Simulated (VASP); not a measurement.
# K (Im-3m) in VASP: notebook, part 2 of 2

VASP 6.6.1. The steps go on from the part before.

## 3. Single point, PBEsol (65.62 Å³/atom)

This run uses another cell than the first one, of 65.62 Å³/atom.

INCAR

```
ALGO     = Normal         # electronic algorithm
EDIFF    = 1E-6           # SCF threshold, eV
ENCUT    = 520            # plane-wave cutoff, eV
GGA      = PS             # functional
ISIF     = 2              # what is computed and relaxed
ISMEAR   = -1             # smearing method
LASPH    = T              # aspherical terms in the spheres
LCHARG   = T              # write CHGCAR
LELF     = T              # ELF
LREAL    = F              # projectors in reciprocal space
LVHAR    = T            
LWAVE    = F              # write WAVECAR
NBANDS   = 10             # bands
NELM     = 100            # most SCF steps
PREC     = Accurate       # precision mode
SIGMA    = 0.1            # smearing width, eV
```

KPOINTS

```
k-points
0
Gamma
  14 14 14
```

POSCAR

```
K
1.0
   -2.5408883085      2.5408883085      2.5408883085
    2.5408883085     -2.5408883085      2.5408883085
    2.5408883085      2.5408883085     -2.5408883085
K
1
Direct
    0.0000000000      0.0000000000      0.0000000000
```

Potentials or basis: VASP PAW PBE potentials, release 64 (K_sv).

The run is started by

```
$ cat potpaw_PBE.64/K_sv/POTCAR > POTCAR
$ mpirun -np 1 vasp_std > vasp.out
```

OUTCAR:

```text
EDIFF = 1E-6
   ENCUT = 520
   GGA = PS
   ISIF = 2
   ISMEAR = -1
   LASPH = T
   LREAL = F
   NELM = 100
   PREC = Accurate

 ion  position               nearest neighbor table
   1  0.000  0.000  0.000-

  LATTYP: Found a body centered cubic cell.
 ALAT       =     5.0817766170

  Lattice vectors:

 A1 = (  -2.5408883085,   2.5408883085,   2.5408883085)
 A2 = (   2.5408883085,  -2.5408883085,   2.5408883085)
 A3 = (   2.5408883085,   2.5408883085,  -2.5408883085)

Analysis of symmetry for initial positions (statically):
=====================================================================
 Subroutine PRICEL returns:
 Original cell was already a primitive cell.

 Routine SETGRP: Setting up the symmetry group for a
 body centered cubic supercell.

 Subroutine GETGRP returns: Found 48 space group operations
 (whereof 48 operations were pure point group operations)
 out of a pool of 48 trial point group operations.

The static configuration has the point symmetry O_h .

Analysis of symmetry for dynamics (positions and initial velocities):
=====================================================================
 Subroutine PRICEL returns:
 Original cell was already a primitive cell.

 Routine SETGRP: Setting up the symmetry group for a
 body centered cubic supercell.

 Subroutine GETGRP returns: Found 48 space group operations
 (whereof 48 operations were pure point group operations)
 out of a pool of 48 trial point group operations.

The dynamic configuration has the point symmetry O_h .

 Subroutine INISYM returns: Found 48 space group operations
 (whereof 48 operations are pure point group operations),
 and found     1 'primitive' translations

----------------------------------------------------------------------------------------

                                     Primitive cell
[... 111 lines left out ...]
  Fermi-wavevector in a.u.,A,eV,Ry     =   0.844274  1.595447  9.698214  0.712799
  Thomas-Fermi vector in A             =   1.959276
   LORBIT       =      0    0 simple, 1 ext, 2 COOP (PROOUT), +10 PAW based schemes
   GGA     = PS    functional components
   LHFCALC =     F    Hartree Fock is set to
   AEXX    =    0.0000 exact exchange contribution
   IVDW    =     0    specifies the selected vdW correction
   LEPSILON=     F    determine dielectric tensor
   LRPA    =     F    only Hartree local field effects (RPA)
 non-spin polarized calculation
  energy-cutoff  :      520.00
  volume of cell :       65.62
 maximum number of plane-waves:      1830
 NGX is ok and might be reduce to    36
   NGX = 17   NGY = 17   NGZ = 17

 number of electron       9.0000001 magnetization

 Free energy of the ion-electron system (eV)
  ---------------------------------------------------
  ext. energy  EPLUGINS =         0.00000000
  ---------------------------------------------------
  free energy    TOTEN  =        -1.14042285 eV

  energy without entropy =       -1.11603587  energy(sigma->0) =       -1.12822936

 E-fermi :   0.0906     XC(G=0):  -5.9888

 val. band max:        0.0700057287   @ k =   0.2857   0.2143   0.0000
 cond. band min:       0.1116713438   @ k =   0.3571   0.0714   0.0714
 fundamental gap:      0.0416656150
 Fermi energy:         0.0905505401

 k-point     1 :       0.0000    0.0000    0.0000
  band No.  band energies     occupation
      1     -31.8352      2.00000
      2     -15.3349      2.00000
      3     -15.3349      2.00000
      4     -15.3349      2.00000
      5      -2.2346      2.00000
      6       4.4933      0.00000
      7       4.4933      0.00000
      8       4.4933      0.00000
      9       5.4899      0.00000
     10       5.4899      0.00000
[... 287 lines left out ...]
 k-point    24 :       0.3571    0.2857    0.0000
  band No.  band energies     occupation
      1     -31.8271      2.00000
      2     -15.4129      2.00000
      3     -15.3971      2.00000
      4     -15.3475      2.00000
      5       1.1974      0.00003
      6       1.2726      0.00001
      7       1.9851      0.00000
      8       5.0102      0.00000
      9       5.6309      0.00000
     10       5.7693      0.00000

 [... further k-points ...]

------------------------ aborting loop because EDIFF is reached ----------------------------------------

  FORCE on cell =-STRESS in cart. coord.  units (eV):
  Direction    XX          YY          ZZ          XY          YZ          ZX
  --------------------------------------------------------------------------------------
  -------------------------------------------------------------------------------------
  Total        0.1349110      0.1349110      0.1349110     -0.0000000     -0.0000000     -0.0000000
  in kB        3.2941338      3.2941338      3.2941338     -0.0000000     -0.0000000     -0.0000000
  external PRESSURE =       3.2941338 kB  Pullay stress =       0.0000000 kB

 VOLUME and BASIS-vectors are now :
 -----------------------------------------------------------------------------
  energy-cutoff  :      520.00
  volume of cell :       65.62
      direct lattice vectors                 reciprocal lattice vectors
    -2.540888309  2.540888309  2.540888309     0.000000000  0.196781574  0.196781574
     2.540888309 -2.540888309  2.540888309     0.196781574  0.000000000  0.196781574
     2.540888309  2.540888309 -2.540888309     0.196781574  0.196781574  0.000000000

 POSITION                                       TOTAL-FORCE (eV/Angst)
 -----------------------------------------------------------------------------------
      0.00000      0.00000      0.00000        -0.000000      0.000000     -0.000000
 -----------------------------------------------------------------------------------
    total drift:                               -0.000000      0.000000      0.000000

  FREE ENERGIE OF THE ION-ELECTRON SYSTEM (eV)
  ---------------------------------------------------
  free  energy   TOTEN  =        -1.1404228470 eV

  energy  without entropy=       -1.1160358708  energy(sigma->0) =       -1.12822936
```

OSZICAR:

```text
N       E                     dE             d eps       ncg     rms          rms(c)
DAV:   1     0.457727880458E+02    0.45773E+02   -0.36819E+03  2080   0.703E+02
DAV:   2     0.468085401652E+00   -0.45305E+02   -0.44673E+02  2228   0.195E+02
DAV:   3    -0.109820940563E+01   -0.15663E+01   -0.15588E+01  3288   0.284E+01
DAV:   4    -0.114220015640E+01   -0.43991E-01   -0.43887E-01  2776   0.414E+00
DAV:   5    -0.114348790678E+01   -0.12878E-02   -0.12876E-02  3226   0.464E-01    0.225E+00
DAV:   6    -0.114099498202E+01    0.24929E-02   -0.42285E-03  2960   0.459E-01    0.147E+00
DAV:   7    -0.114042056572E+01    0.57442E-03   -0.70129E-03  2876   0.540E-01    0.988E-02
DAV:   8    -0.114040909593E+01    0.11470E-04   -0.66735E-04  2810   0.263E-01    0.275E-02
DAV:   9    -0.114042458369E+01   -0.15488E-04   -0.27431E-05  2872   0.450E-02    0.142E-02
DAV:  10    -0.114042310519E+01    0.14785E-05   -0.88213E-06  3058   0.237E-02    0.364E-03
DAV:  11    -0.114042284702E+01    0.25817E-06   -0.11106E-07  1464   0.318E-03
   1 F= -.11404228E+01 E0= -.11282294E+01  d E =-.243870E-01
```

Run time: 55 s. Hardware: 1 thread of Intel Xeon Platinum 8488C (Sapphire Rapids), shared host; peak memory 0.23 GiB.

Results:

- Free energy: -1.1404 eV
- Pressure: 0.3 GPa
- Band gap on the k mesh: zero (an odd number of electrons rules out a gap without spin polarisation)

Caveat: the PAW data sets were made with another functional, which shifts forces and pressure a little.

## 4. Single point, PBEsol (68.47 Å³/atom)

This run uses another cell than the first one, of 68.47 Å³/atom.

INCAR

```
SYSTEM = K
PREC = Accurate
ENCUT = 520
EDIFF = 1E-7
ISMEAR = -1
SIGMA = 0.1
LREAL = .FALSE.
LASPH = .TRUE.
NELM = 100
ALGO = Normal
ISIF = 2
LWAVE = .FALSE.
LCHARG = .FALSE.
GGA = PS
NBANDS = 10
```

KPOINTS

```
regular mesh
0
G
  14 14 14
  0 0 0
```

POSCAR

```
K
1.0
   -2.5771916177      2.5771916177      2.5771916177
    2.5771916177     -2.5771916177      2.5771916177
    2.5771916177      2.5771916177     -2.5771916177
K
1
Direct
    0.0000000000      0.0000000000      0.0000000000
```

The run is started by

```
$ cat potpaw_PBE.64/K_sv/POTCAR > POTCAR
$ mpirun -np 1 vasp_std > vasp.out
```

It took 61 s on 1 thread of Intel Xeon Platinum 8488C (Sapphire Rapids), shared host; peak memory 0.23 GiB.

It converged, with:

```yaml
Free_energy: -1.1448 eV
Pressure: 0.1 GPa
Band_gap_on_the_k_mesh: zero (an odd number of electrons rules out a gap without spin polarisation)
```

Levels at points of the mesh, in eV from the Fermi level:
```tsv
k point	band 2	band 3	band 4	band 5	band 6	band 7
(0.00, 0.00, 0.00)	-15.45	-15.45	-15.45	-2.26	4.36	4.36
(0.50, 0.00, 0.00)	-15.54	-15.48	-15.45	0.44	0.73	3.19
(0.50, 0.50, 0.50)	-15.52	-15.52	-15.52	1.64	1.64	3.66
```

Caveat: the PAW data sets were made with another functional, which shifts forces and pressure a little.

## 5. Summary

```csv
cell,gap on the mesh (eV),pressure (GPa)
"a = 4.336 Å, angles 109.5°, 1 atom",none,0.6
"a = 4.401 Å, angles 109.5°, 1 atom",none,0.3
"a = 4.464 Å, angles 109.5°, 1 atom",none,0.1
```

Alike in all rows: task single point; level PBEsol; potentials or basis VASP PAW PBE potentials, release 64 (K_sv); no spin polarisation; k mesh 14 × 14 × 14; cutoff (eV) 520; smearing fermi-dirac 0.1 eV.

Caveats: the PAW data sets were made with another functional, which shifts forces and pressure a little.

Absolute energies hang on the potentials; compare differences alone.
